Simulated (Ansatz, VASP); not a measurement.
# One calculation of InAs, two programs

```
CELL_PARAMETERS angstrom
0.00000 2.73389 2.73389
2.73389 0.00000 2.73389
2.73389 2.73389 0.00000
ATOMIC_POSITIONS crystal
In 0.00000 0.00000 0.00000
As 0.50000 0.50000 0.50000
```

Alike in both runs: task relaxation of cell and atoms; functional LDA; k mesh 13 × 13 × 13; occupations fermi-dirac, width 0.1 eV; no spin polarisation.

```csv
,VASP,Ansatz
version,VASP 6.6.1,Ansatz 0.2.0
potentials or method,"VASP PAW LDA potentials, release 64 (In_d, As)","PAW with Ansatz's default frozen-core files, scalar-relativistic"
plane-wave cutoff (eV),600,420
valence electrons in the cell,18,28
```

```tsv
	VASP	Ansatz	Ansatz less VASP
relaxed volume (Å³/atom)	22.03	21.98	-0.048
relaxed cell length with the largest relative difference (Å)	3.964	3.962	-0.0029
```

LDA's correlation is that of Perdew and Zunger in VASP and of Perdew and Wang (1992) in Ansatz. VASP's potentials hold 18 valence electrons a cell and Ansatz's 28, so a difference there can come from the potentials and not from the codes.
